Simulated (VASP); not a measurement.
Runs of VASP 6.6.1 on LiH. The structure is that of space group Fm-3m (No. 225), or close to it. The cells are those of the table. 

```tsv
task	level	cell	k mesh	cutoff (eV)	smearing	gap on the mesh (eV)
single point	PBE	a = 2.826 Å, angles 60.0°, 2 atoms	6 × 6 × 6	520	gaussian 0.01 eV	2.97
single point	PBE+D3(BJ)	a = 2.743 Å, angles 60.0°, 2 atoms	10 × 10 × 10	520	fermi-dirac 0.02 eV	2.90
single point	PBE+D4	a = 2.799 Å, angles 60.0°, 2 atoms	10 × 10 × 10	520	fermi-dirac 0.02 eV	2.95
single point	PBE	a = 2.826 Å, angles 60.0°, 2 atoms	10 × 10 × 10	520	fermi-dirac 0.02 eV	2.97
relaxation of cell and atoms	r2SCAN+rVV10	relaxed from a = 2.743 Å, angles 60.0°, 2 atoms	10 × 10 × 10	600	fermi-dirac 0.02 eV	(a)
```

Alike in all rows: potentials or basis VASP PAW PBE potentials, release 64 (Li_sv, H); no spin polarisation.

Problem. Estimate the missing entries.

Solution. (a) 3.53.

Caveats: some runs use coarse meshes.

A k mesh can miss the band edges.
